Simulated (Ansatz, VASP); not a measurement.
## Si3C2 in VASP and in Ansatz

```xyz
5
Lattice="4.2355 0.0000 0.0000 0.0000 4.2355 0.0000 0.0000 0.0000 4.2355" Properties=species:S:1:pos:R:3 pbc="T T T"
Si    0.0000    2.1178    2.1178
Si    2.1178    0.0000    2.1178
Si    2.1178    2.1178    0.0000
C     2.1178    2.1178    2.1178
C     0.0000    0.0000    0.0000
```

Alike in both runs: task single point; functional PBE; k mesh 4 × 4 × 4; occupations gaussian, width 0.1 eV; collinear spin.

|  | VASP | Ansatz |
| --- | --- | --- |
| version | VASP 6.6.1 | Ansatz 0.2.0 |
| potentials or method | VASP PAW PBE potentials, release 64 (Si, C), cutoff 600 eV | scalar-relativistic, plane waves, PAW |
| valence electrons in the cell | 20 | 20 |

|  | VASP | Ansatz | Ansatz less VASP |
| --- | --- | --- | --- |
| gap on the k mesh at the Fermi level (eV) | none | none | - |
| pressure (GPa) | -12.4 | -12.4 | -0.01 |
| net moment per atom (μB) | 0.00 | 0.00 | 0.000 |

A gap of «none» marks a metal or a gap that the smearing closes. The functional is the same, so the differences come from potentials, cutoffs and numerics. Ansatz's warnings: seeded moment not kept.

The k mesh is coarse, so the values compare programs but aren't converged.
